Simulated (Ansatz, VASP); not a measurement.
**One calculation of Co, two programs**

```
Co
1.0
     0.00000    3.28047    3.28047
     3.28047    0.00000    3.28047
     3.28047    3.28047    0.00000
Co
6
Cartesian
  0.8201 0.8201 0.8201
  0.8201 2.4604 2.4604
  2.4604 0.8201 2.4604
  2.4604 2.4604 0.8201
  3.2805 3.2805 3.2805
  4.9207 4.9207 4.9207
```

Alike in both runs: task single point; functional PBE; k mesh 7 × 7 × 7; occupations fermi-dirac, width 0.05 eV; collinear spin.

|  | VASP | Ansatz |
| --- | --- | --- |
| version | VASP 6.6.1 | Ansatz 0.2.0 |
| potentials or method | VASP PAW PBE potentials, release 64 (Co) | Ansatz PAW |
| plane-wave cutoff (eV) | 520 | 420 |
| valence electrons in the cell | 54 | 102 |

Ansatz gave:

```
gap on the k mesh at the Fermi level (eV)                     : none
pressure (GPa)                                                : -4.5
net moment per atom (μB)                                      : 1.71
size of the moment on the site where the two differ most (μB) : 1.77
```

Q: Estimate VASP's values.

A: gap on the k mesh at the Fermi level (eV): none; pressure (GPa): -5.4; net moment per atom (μB): 1.69; size of the moment on the site where the two differ most (μB): 1.68.

Site moments also hang on the region over which each program counts them. A gap of «none» marks a metal or a gap that the smearing closes. VASP's potentials hold 54 valence electrons a cell and Ansatz's 102, so a difference there can come from the potentials and not from the codes.
